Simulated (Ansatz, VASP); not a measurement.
## Two plane-wave programs on Zr3TiC4

```
CELL_PARAMETERS angstrom
4.63134 0.00000 0.00000
0.00000 4.63134 0.00000
0.00000 0.00000 4.63134
ATOMIC_POSITIONS crystal
Zr 0.50000 0.00000 0.50000
Zr 0.00000 0.50000 0.50000
Zr 0.50000 0.50000 0.00000
Ti 0.00000 0.00000 0.00000
C 0.50000 0.50000 0.50000
C 0.00000 0.50000 0.00000
C 0.50000 0.00000 0.00000
C 0.00000 0.00000 0.50000
```

Alike in both runs: task relaxation of cell and atoms; functional PBE; k mesh 8 × 8 × 8; occupations gaussian, width 0.1 eV; no spin polarisation.

|  | VASP | Ansatz |
| --- | --- | --- |
| version | VASP 6.6.1 | Ansatz 0.2.0 |
| potentials or method | VASP PAW PBE potentials, release 64 (Zr_sv, Ti_sv, C), cutoff 600 eV | scalar-relativistic, plane waves, PAW |
| valence electrons in the cell | 64 | 64 |

```tsv
	VASP	Ansatz	Ansatz less VASP
gap on the k mesh at the Fermi level, each at its own relaxed structure (eV)	none	none	-
relaxed volume (Å³/atom)	12.43	12.42	-0.008
relaxed cell length with the largest relative difference (Å)	4.632	4.631	-0.0010
```

A gap of «none» marks a metal or a gap that the smearing closes.
